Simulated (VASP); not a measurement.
# SnO2 (R3m) in VASP: a series of runs

Runs on SnO2. Level: LDA. Tasks: single point.

Program: VASP 6.6.1. These are calculated values, not measurements. Logs are shortened: lines on timing, memory, paths and dates and some standing lists are left out, and cuts for length are marked.

## (1) The cell of the first run

The typed cell holds 12 atoms: a = 5.540 Å, b = 5.540 Å, c = 5.540 Å, α = 62.91°, β = 62.91°, γ = 62.91°.

## (2) Single point, LDA (10.67 Å³/atom)

File INCAR:

```
ALGO = Normal
EDIFF = 1E-7
ENCUT = 520
ISIF = 2
ISMEAR = 0
LASPH = T
LCHARG = F
LREAL = F
LWAVE = F
NBANDS = 64
NELM = 60
PREC = Accurate
SIGMA = 0.05
```

File KPOINTS:

```
k-points
0
Gamma
  6 6 6
```

File POSCAR:

```
SnO2
1.0
    2.8908860088      1.6690538154      4.4215137877
   -2.8908860088      1.6690538154      4.4215137877
    0.0000000000     -3.3381076308      4.4215137877
Sn O
4 8
Direct
    0.8645353782      0.8645353782      0.8645353782
    0.3648691645      0.3648691645      0.8648751974
    0.3648691645      0.8648751974      0.3648691645
    0.8648751974      0.3648691645      0.3648691645
    0.1199116729      0.6196051221      0.6196051221
    0.6196051221      0.1199116729      0.6196051221
    0.6196051221      0.6196051221      0.1199116729
    0.6099370359      0.6099370359      0.6099370359
    0.1198492242      0.1198492242      0.1198492242
    0.1096932183      0.1096932183      0.6100024814
    0.1096932183      0.6100024814      0.1096932183
    0.6100024814      0.1096932183      0.1096932183
```

Potentials or basis: VASP PAW LDA potentials, release 64 (Sn_d, O).

Launch:

```sh
> cat potpaw_LDA.64/Sn_d/POTCAR potpaw_LDA.64/O/POTCAR > POTCAR
> mpirun -np 1 vasp_std > vasp.out
```

OUTCAR:

```text
EDIFF = 1E-7
   ENCUT = 520
   ISIF = 2
   ISMEAR = 0
   LASPH = T
   LREAL = F
   NELM = 60
   PREC = Accurate

 ion  position               nearest neighbor table
   1  0.865  0.865  0.865-   5 1.97   6 1.97   7 1.97  11 1.97  12 1.97  10 1.97   2 2.89   2 2.89
                             3 2.89   4 2.89   3 2.89   4 2.89
   2  0.365  0.365  0.865-  11 1.97  12 1.97   9 1.97   8 1.97   5 1.97   6 1.97   3 2.89   4 2.89
                             1 2.89   1 2.89   4 2.89   3 2.89
   3  0.365  0.865  0.365-  10 1.97  12 1.97   9 1.97   8 1.97   7 1.97   5 1.97   4 2.89   2 2.89
                             1 2.89   1 2.89   4 2.89   2 2.89
   4  0.865  0.365  0.365-  10 1.97  11 1.97   9 1.97   8 1.97   7 1.97   6 1.97   3 2.89   2 2.89
                             1 2.89   1 2.89   3 2.89   2 2.89
   5  0.120  0.620  0.620-   1 1.97   2 1.97   3 1.97
   6  0.620  0.120  0.620-   1 1.97   2 1.97   4 1.97
   7  0.620  0.620  0.120-   1 1.97   3 1.97   4 1.97
   8  0.610  0.610  0.610-   3 1.97   4 1.97   2 1.97
   9  0.120  0.120  0.120-   3 1.97   4 1.97   2 1.97
  10  0.110  0.110  0.610-   3 1.97   4 1.97   1 1.97
  11  0.110  0.610  0.110-   2 1.97   4 1.97   1 1.97
  12  0.610  0.110  0.110-   2 1.97   3 1.97   1 1.97

  LATTYP: Found a trigonal (rhomboedric) cell.
 ALAT       =     5.5401034945
 COS(alpha) =     0.4554269131

  Lattice vectors:

 A1 = (   2.8908860088,   1.6690538154,   4.4215137877)
 A2 = (  -2.8908860088,   1.6690538154,   4.4215137877)
 A3 = (   0.0000000000,  -3.3381076308,   4.4215137877)

Analysis of symmetry for initial positions (statically):
=====================================================================
 Subroutine PRICEL returns:
 Original cell was already a primitive cell.

 Routine SETGRP: Setting up the symmetry group for a
 trigonal (rhombohedral) supercell.

 Subroutine GETGRP returns: Found  6 space group operations
 (whereof  6 operations were pure point group operations)
 out of a pool of 12 trial point group operations.

The static configuration has the point symmetry C_3v.

Analysis of symmetry for dynamics (positions and initial velocities):
=====================================================================
 Subroutine PRICEL returns:
 Original cell was already a primitive cell.

 Routine SETGRP: Setting up the symmetry group for a
[... 136 lines left out ...]
   PSTRESS=    0.0 pullay stress
   NELECT =     104.0000    total number of electrons
   NUPDOWN=      -1.0000    fix difference up-down
   EMIN   =  10.00;   EMAX   =-10.00  energy-range for DOS
   EFERMI =   0.00;   METHOD = LEGACY
   ISMEAR =     0;   SIGMA  =   0.05  broadening in eV -4-tet -1-fermi 0-gaus
   EFERMI_NEDOS =   21; number of points for ismear=-14 and -15
   IALGO  =     38    algorithm
   IMIX   =      4    mixing-type and parameters
     AMIX     =   0.40;   BMIX     =  1.00
     AMIX_MAG =   1.60;   BMIX_MAG =  1.00
  volume/ion in A,a.u.               =      10.67        71.98
  Fermi-wavevector in a.u.,A,eV,Ry     =   1.527606  2.886757 31.750296  2.333581
  Thomas-Fermi vector in A             =   2.635479
   LORBIT       =      0    0 simple, 1 ext, 2 COOP (PROOUT), +10 PAW based schemes
   GGA     = CA    functional components
   LHFCALC =     F    Hartree Fock is set to
   AEXX    =    0.0000 exact exchange contribution
   IVDW    =     0    specifies the selected vdW correction
   LEPSILON=     F    determine dielectric tensor
   LRPA    =     F    only Hartree local field effects (RPA)
 non-spin polarized calculation
 Gauss-broadening in eV      SIGMA  =   0.05
  energy-cutoff  :      520.00
  volume of cell :      128.00
 maximum number of plane-waves:      3473
 NGX is ok and might be reduce to    42
   NGX = 21   NGY = 21   NGZ = 21

 number of electron     103.9999987 magnetization

 Free energy of the ion-electron system (eV)
  ---------------------------------------------------
  ext. energy  EPLUGINS =         0.00000000
  ---------------------------------------------------
  free energy    TOTEN  =       -77.17471778 eV

  energy without entropy =      -77.17471778  energy(sigma->0) =      -77.17471778

 E-fermi :   6.8983     XC(G=0): -12.2623

 val. band max:        6.6039040299   @ k =   0.0000   0.0000   0.0000
 cond. band min:      10.3459403167   @ k =   0.0000   0.0000   0.0000
 fundamental gap:      3.7420362869
 Fermi energy:         6.8982718325

 k-point     1 :       0.0000    0.0000    0.0000
  band No.  band energies     occupation
      1     -14.9472      2.00000
      2     -14.9471      2.00000
      3     -14.9471      2.00000
      4     -14.2184      2.00000
      5     -13.2036      2.00000
      6     -13.2036      2.00000
[... 1597 lines left out ...]
     63      17.9542      0.00000
     64      18.0457      0.00000

 [... further k-points ...]

------------------------ aborting loop because EDIFF is reached ----------------------------------------

  FORCE on cell =-STRESS in cart. coord.  units (eV):
  Direction    XX          YY          ZZ          XY          YZ          ZX
  --------------------------------------------------------------------------------------
  -------------------------------------------------------------------------------------
  Total       57.5593372     57.5593372     18.3492740      0.0000000      0.0000000      0.0000000
  in kB      720.4483074    720.4483074    229.6708759      0.0000000      0.0000000      0.0000000
  external PRESSURE =     556.8558302 kB  Pullay stress =       0.0000000 kB

 VOLUME and BASIS-vectors are now :
 -----------------------------------------------------------------------------
  energy-cutoff  :      520.00
  volume of cell :      128.00
      direct lattice vectors                 reciprocal lattice vectors
     2.890886009  1.669053815  4.421513788     0.172957356  0.099856976  0.075388962
    -2.890886009  1.669053815  4.421513788    -0.172957356  0.099856976  0.075388962
     0.000000000 -3.338107631  4.421513788     0.000000000 -0.199713952  0.075388962

 POSITION                                       TOTAL-FORCE (eV/Angst)
 -----------------------------------------------------------------------------------
      0.00000      0.00000     11.46767         0.000000      0.000000      0.002893
      0.00000     -1.66907      7.05061         0.000000      0.009932     -0.000993
     -1.44546      0.83454      7.05061         0.008601     -0.004966     -0.000993
      1.44546      0.83454      7.05061        -0.008601     -0.004966     -0.000993
     -1.44456     -0.83402      6.00938         0.009357      0.005402     -1.969549
      1.44456     -0.83402      6.00938        -0.009357      0.005402     -1.969549
      0.00000      1.66803      6.00938         0.000000     -0.010804     -1.969549
      0.00000      0.00000      8.09054         0.000000      0.000000      1.964654
      0.00000      0.00000      1.58974         0.000000      0.000000     -1.979932
      0.00000     -1.67009      3.66715         0.000000     -0.010582      1.974670
     -1.44634      0.83504      3.66715        -0.009164      0.005291      1.974670
      1.44634      0.83504      3.66715         0.009164      0.005291      1.974670
 -----------------------------------------------------------------------------------
    total drift:                                0.000000      0.000001      0.000533

  FREE ENERGIE OF THE ION-ELECTRON SYSTEM (eV)
  ---------------------------------------------------
  free  energy   TOTEN  =       -77.1747177755 eV

  energy  without entropy=      -77.1747177755  energy(sigma->0) =      -77.17471778
```

OSZICAR:

```text
N       E                     dE             d eps       ncg     rms          rms(c)
DAV:   1     0.166542602869E+04    0.16654E+04   -0.48480E+04  4800   0.271E+03
DAV:   2     0.269334082629E+03   -0.13961E+04   -0.13179E+04  4280   0.834E+02
DAV:   3    -0.609105491896E+02   -0.33024E+03   -0.32342E+03  4368   0.292E+02
DAV:   4    -0.887909200359E+02   -0.27880E+02   -0.27575E+02  5064   0.950E+01
DAV:   5    -0.896016065478E+02   -0.81069E+00   -0.80759E+00  4936   0.166E+01    0.245E+01
DAV:   6    -0.772456520373E+02    0.12356E+02   -0.37070E+01  6680   0.687E+01    0.107E+01
DAV:   7    -0.773772535439E+02   -0.13160E+00   -0.56910E+00  4736   0.101E+01    0.511E+00
DAV:   8    -0.772101622372E+02    0.16709E+00   -0.54897E-01  5856   0.782E+00    0.126E+00
DAV:   9    -0.771738913507E+02    0.36271E-01   -0.13049E-01  6192   0.510E+00    0.223E-01
DAV:  10    -0.771746802651E+02   -0.78891E-03   -0.14019E-02  4736   0.729E-01    0.128E-01
DAV:  11    -0.771747265786E+02   -0.46313E-04   -0.85937E-04  6408   0.244E-01    0.336E-02
DAV:  12    -0.771747221394E+02    0.44392E-05   -0.68741E-05  5552   0.798E-02    0.125E-02
DAV:  13    -0.771747174870E+02    0.46524E-05   -0.12658E-05  5768   0.703E-02    0.234E-03
DAV:  14    -0.771747178205E+02   -0.33351E-06   -0.40804E-06  6360   0.166E-02    0.346E-03
DAV:  15    -0.771747177755E+02    0.44985E-07   -0.88036E-07  5544   0.116E-02
   1 F= -.77174718E+02 E0= -.77174718E+02  d E =-.345556E-18
```

It took 5 min on 1 thread of Intel Xeon Platinum 8488C (Sapphire Rapids), shared host; peak memory 0.33 GiB.

What came out:

```yaml
Free_energy: -77.1747 eV
Pressure: 55.7 GPa
Largest_force: 1.980 eV/Å
Band_gap_on_the_k_mesh: 3.74 eV
```

Forces in eV/Å, atoms in the order of the input:
```
Sn   0.000  0.000  0.003
Sn   0.000  0.010 -0.001
Sn   0.009 -0.005 -0.001
Sn  -0.009 -0.005 -0.001
O    0.009  0.005 -1.970
O   -0.009  0.005 -1.970
O    0.000 -0.011 -1.970
O    0.000  0.000  1.965
O    0.000  0.000 -1.980
O    0.000 -0.011  1.975
O   -0.009  0.005  1.975
O    0.009  0.005  1.975
```

Stress tensor (GPa, compression positive):
```
72.04  0.00  0.00
 0.00 72.04  0.00
 0.00  0.00 22.97
```

Caveat: the stress differs along the axes, from 23 to 72 GPa; spin-orbit coupling is left out, which moves the levels of the heavy elements; forces of over 1 eV/Å act on the atoms, so gaps and moduli don't describe the material at rest. A k mesh can miss the band edges.

## (3) Single point, LDA (10.67 Å³/atom)

File INCAR:

```
SYSTEM = SnO2
PREC = Accurate
ENCUT = 520
EDIFF = 1E-6
ISMEAR = 0
SIGMA = 0.05
LREAL = .False.
LASPH = .True.
NELM = 100
ALGO = Normal
ISIF = 2
LWAVE = .False.
LCHARG = .False.
NBANDS = 64
```

File KPOINTS:

```
Automatic mesh
0
Gamma
  6 6 6
  0 0 0
```

Edit POSCAR of step 2 so:

```diff
@@ -2,5 +2,5 @@
 1.0
-    2.8908860088      1.6690538154      4.4215137877
-   -2.8908860088      1.6690538154      4.4215137877
-    0.0000000000     -3.3381076308      4.4215137877
+    3.2637587089      1.8843319692      3.4689403397
+   -3.2637587089      1.8843319692      3.4689403397
+    0.0000000000     -3.7686639383      3.4689403398
 Sn O
```

Potentials or basis: VASP PAW LDA potentials, release 64 (Sn_d, O).

Launch:

```sh
> cat potpaw_LDA.64/Sn_d/POTCAR potpaw_LDA.64/O/POTCAR > POTCAR
> mpirun -np 1 vasp_std > vasp.out
```

OUTCAR:

```text
SYSTEM = SnO2
   PREC = Accurate
   ENCUT = 520
   EDIFF = 1E-6
   ISMEAR = 0
   LREAL = .False.
   LASPH = .True.
   NELM = 100
   ISIF = 2

 ion  position               nearest neighbor table
   1  0.865  0.865  0.865-  11 2.05  12 2.05  10 2.05   6 2.05   5 2.05   7 2.05   8 2.65   9 2.66
                             2 3.26   2 3.26   3 3.26   4 3.26   3 3.26   4 3.26
   2  0.365  0.365  0.865-   9 2.05   6 2.05   5 2.05  11 2.05  12 2.05   8 2.05   7 2.65  10 2.65
                             3 3.26   4 3.26   1 3.26   1 3.26   4 3.26   3 3.26
   3  0.365  0.865  0.365-   9 2.05   7 2.05   5 2.05  10 2.05  12 2.05   8 2.05   6 2.65  11 2.65
[... 1846 lines left out ...]
  energy-cutoff  :      520.00
  volume of cell :      128.00
      direct lattice vectors                 reciprocal lattice vectors
     3.263758709  1.884331969  3.468940340     0.153197600  0.088448675  0.096090823
    -3.263758709  1.884331969  3.468940340    -0.153197600  0.088448675  0.096090823
     0.000000000 -3.768663938  3.468940340     0.000000000 -0.176897351  0.096090823

 POSITION                                       TOTAL-FORCE (eV/Angst)
 -----------------------------------------------------------------------------------
      0.00000      0.00000      8.99706        -0.000000     -0.000000     -0.003788
      0.00000     -1.88435      5.53162        -0.000000     -0.009691      0.001456
     -1.63190      0.94218      5.53162        -0.008393      0.004846      0.001456
      1.63190      0.94218      5.53162         0.008393      0.004846      0.001456
     -1.63088     -0.94159      4.71471         0.002408      0.001390     -1.332706
      1.63088     -0.94159      4.71471        -0.002408      0.001390     -1.332706
      0.00000      1.88318      4.71471        -0.000000     -0.002780     -1.332706
      0.00000      0.00000      6.34751        -0.000000      0.000000      1.338615
      0.00000      0.00000      1.24725        -0.000000     -0.000000     -1.320663
      0.00000     -1.88550      2.87710        -0.000000     -0.002612      1.326529
     -1.63289      0.94275      2.87710        -0.002262      0.001306      1.326529
      1.63289      0.94275      2.87710         0.002262      0.001306      1.326529
 -----------------------------------------------------------------------------------
    total drift:                                0.000000     -0.000001      0.000157

  FREE ENERGIE OF THE ION-ELECTRON SYSTEM (eV)
  ---------------------------------------------------
  free  energy   TOTEN  =       -81.4173361226 eV

  energy  without entropy=      -81.4173361226  energy(sigma->0) =      -81.41733612
```

OSZICAR:

```text
N       E                     dE             d eps       ncg     rms          rms(c)
DAV:   1     0.162493273460E+04    0.16249E+04   -0.48228E+04  4808   0.270E+03
DAV:   2     0.265019837886E+03   -0.13599E+04   -0.12844E+04  4256   0.836E+02
DAV:   3    -0.654597697499E+02   -0.33048E+03   -0.32110E+03  4456   0.289E+02
DAV:   4    -0.937431057753E+02   -0.28283E+02   -0.27936E+02  4912   0.944E+01
DAV:   5    -0.945938648627E+02   -0.85076E+00   -0.84878E+00  4784   0.166E+01    0.229E+01
DAV:   6    -0.814222807118E+02    0.13172E+02   -0.42256E+01  6512   0.713E+01    0.833E+00
DAV:   7    -0.816128294915E+02   -0.19055E+00   -0.55744E+00  4640   0.966E+00    0.467E+00
DAV:   8    -0.814634056096E+02    0.14942E+00   -0.80560E-01  5752   0.747E+00    0.122E+00
DAV:   9    -0.814166318405E+02    0.46774E-01   -0.23977E-01  6080   0.549E+00    0.250E-01
DAV:  10    -0.814171753144E+02   -0.54347E-03   -0.19468E-02  5240   0.110E+00    0.105E-01
DAV:  11    -0.814173300949E+02   -0.15478E-03   -0.15675E-03  5848   0.357E-01    0.314E-02
DAV:  12    -0.814173527198E+02   -0.22625E-04   -0.17343E-04  5528   0.742E-02    0.311E-02
DAV:  13    -0.814173352906E+02    0.17429E-04   -0.76192E-05  5776   0.113E-01    0.236E-03
DAV:  14    -0.814173361226E+02   -0.83199E-06   -0.79593E-06  4144   0.131E-02
   1 F= -.81417336E+02 E0= -.81417336E+02  d E =-.141609E-19
```

stdout:

```text
POSCAR found type information on POSCAR SnO
 POSCAR found :  2 types and      12 ions
 scaLAPACK will be used
 LDA part: xc-table for (Slater(with rela. corr.)+CA(PZ))
 , standard interpolation
 POSCAR, INCAR and KPOINTS ok, starting setup
 FFT: planning ... GRIDC
 FFT: planning ... GRID_SOFT
 FFT: planning ... GRID
 WAVECAR not read
 entering main loop
```

Run time: 3.8 min. Hardware: 1 thread of Intel Xeon Platinum 8488C (Sapphire Rapids), shared host; peak memory 0.31 GiB.

Results:

```
Free energy            : -81.4173 eV
Pressure               : 17.2 GPa
Largest force          : 1.339 eV/Å
Band gap on the k mesh : 1.58 eV
```

Forces in eV/Å, atoms in the order of the input:
```
Sn   0.000  0.000 -0.004
Sn   0.000 -0.010  0.001
Sn  -0.008  0.005  0.001
Sn   0.008  0.005  0.001
O    0.002  0.001 -1.333
O   -0.002  0.001 -1.333
O    0.000 -0.003 -1.333
O    0.000  0.000  1.339
O    0.000  0.000 -1.321
O    0.000 -0.003  1.327
O   -0.002  0.001  1.327
O    0.002  0.001  1.327
```

Caveat: the cell stands under pressure; spin-orbit coupling is left out, which moves the levels of the heavy elements; forces of over 1 eV/Å act on the atoms, so gaps and moduli don't describe the material at rest.

## (4) Single point, LDA (10.67 Å³/atom)

File INCAR:

```
PREC = Accurate
ENCUT = 520
EDIFF = 1E-6
ISMEAR = 0
SIGMA = 0.05
LREAL = F
LASPH = T
NELM = 80
ALGO = Normal
ISIF = 2
LWAVE = F
LCHARG = T
LELF = T
LVHAR = T
NBANDS = 64
```

File KPOINTS:

```
regular mesh
0
Gamma
  6 6 6
```

Edit POSCAR of step 3 so:

```diff
@@ -2,5 +2,5 @@
 1.0
-    3.2637587089      1.8843319692      3.4689403397
-   -3.2637587089      1.8843319692      3.4689403397
-    0.0000000000     -3.7686639383      3.4689403398
+    3.1662368403      1.8280276921      3.6859218470
+   -3.1662368403      1.8280276921      3.6859218470
+    0.0000000000     -3.6560553841      3.6859218470
 Sn O
```

Launch:

```sh
> cat potpaw_LDA.64/Sn_d/POTCAR potpaw_LDA.64/O/POTCAR > POTCAR
> mpirun -np 1 vasp_std > vasp.out
```

It took 4.8 min on 1 thread of Intel Xeon Platinum 8488C (Sapphire Rapids), shared host; peak memory 0.31 GiB.

The run converged. Its results:

```
Free energy            : -81.1023 eV
Pressure               : 25.9 GPa
Largest force          : 1.572 eV/Å
Band gap on the k mesh : 2.16 eV
```

Forces in eV/Å, atoms in the order of the input:
```
Sn   0.000  0.000 -0.005
Sn   0.000 -0.005  0.002
Sn  -0.005  0.003  0.002
Sn   0.005  0.003  0.002
O    0.002  0.001 -1.570
O   -0.002  0.001 -1.570
O    0.000 -0.003 -1.570
O    0.000  0.000  1.572
O    0.000  0.000 -1.565
O    0.000 -0.002  1.567
O   -0.002  0.001  1.567
O    0.002  0.001  1.567
```

Stress tensor (GPa, compression positive):
```
29.06  0.00  0.00
 0.00 29.06  0.00
 0.00  0.00 19.49
```

Levels at points of the mesh, in eV from the valence-band top:
| k point | band 50 | band 51 | band 52 | band 53 | band 54 | band 55 |
| --- | --- | --- | --- | --- | --- | --- |
| (0.00, 0.00, 0.00) | 0.00 | 0.00 | 0.00 | 2.16 | 5.19 | 5.19 |
| (0.50, 0.00, 0.00) | -0.21 | -0.12 | -0.12 | 4.89 | 4.89 | 6.50 |
| (0.50, 0.50, 0.00) | -0.64 | -0.18 | -0.18 | 5.55 | 5.55 | 6.48 |
| (0.50, 0.50, 0.50) | -1.34 | -1.34 | -1.34 | 4.77 | 6.47 | 6.47 |

Caveat: the stress differs along the axes, from 19 to 29 GPa; spin-orbit coupling is left out, which moves the levels of the heavy elements; forces of over 1 eV/Å act on the atoms, so gaps and moduli don't describe the material at rest.

## (5) Summary

| cell | gap on the mesh (eV) | pressure (GPa) | largest force (eV/Å) |
| --- | --- | --- | --- |
| a = 5.540 Å, angles 62.9°, 12 atoms | 3.74 | 55.7 | 1.98 |
| a = 5.122 Å, angles 79.2°, 12 atoms | 1.58 | 17.2 | 1.34 |
| a = 5.192 Å, angles 75.2°, 12 atoms | 2.16 | 25.9 | 1.57 |

Alike in all rows: task single point; level LDA; potentials or basis VASP PAW LDA potentials, release 64 (Sn_d, O); no spin polarisation; k mesh 6 × 6 × 6; cutoff (eV) 520; smearing gaussian 0.05 eV.

Caveats: spin-orbit coupling is left out, which moves the levels of the heavy elements; forces of over 1 eV/Å act on the atoms, so gaps and moduli don't describe the material at rest; the stress differs along the axes, from 23 to 72 GPa (at least some runs); the cell stands under pressure (at least some runs); the stress differs along the axes, from 19 to 29 GPa (at least some runs).

Absolute energies hang on the potentials; compare differences alone.
